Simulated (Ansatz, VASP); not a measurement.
## Two plane-wave programs on MnIn

```
Mn In
1.0
     0.00000    2.73394    2.73394
     2.73394    0.00000    2.73394
     2.73394    2.73394    0.00000
Mn In
1 1
Direct
  0.00000 0.00000 0.00000
  0.50000 0.50000 0.50000
```

Change from the starting cell: species swapped into the YbSe type (Fm-3m, No. 225).

Alike in both runs: functional PBE; k mesh 6 × 6 × 6; occupations gaussian, width 0.1 eV; collinear spin.

Ansatz relaxed the structure, and its values are those at the end. VASP's run is a single point on that final structure, the one shown.

```csv
,VASP,Ansatz
version,VASP 6.6.1,Ansatz 0.2.0
potentials or method,"VASP PAW PBE potentials, release 64 (Mn_pv, In_d), cutoff 520 eV","scalar-relativistic, plane waves, PAW"
valence electrons in the cell,26,28
```

|  | VASP | Ansatz | Ansatz less VASP |
| --- | --- | --- | --- |
| gap on the k mesh at the Fermi level (eV) | none | none | - |
| pressure (GPa) | 0.3 | 0.2 | -0.04 |
| net moment per atom (μB) | 1.58 | 1.59 | 0.000 |
| size of the moment on the site where the two differ most (μB) | 0.15 | 0.10 | -0.056 |

Site moments also hang on the region over which each program counts them. A gap of «none» marks a metal or a gap that the smearing closes. VASP's potentials hold 26 valence electrons a cell and Ansatz's 28, so a difference there can come from the potentials and not from the codes.
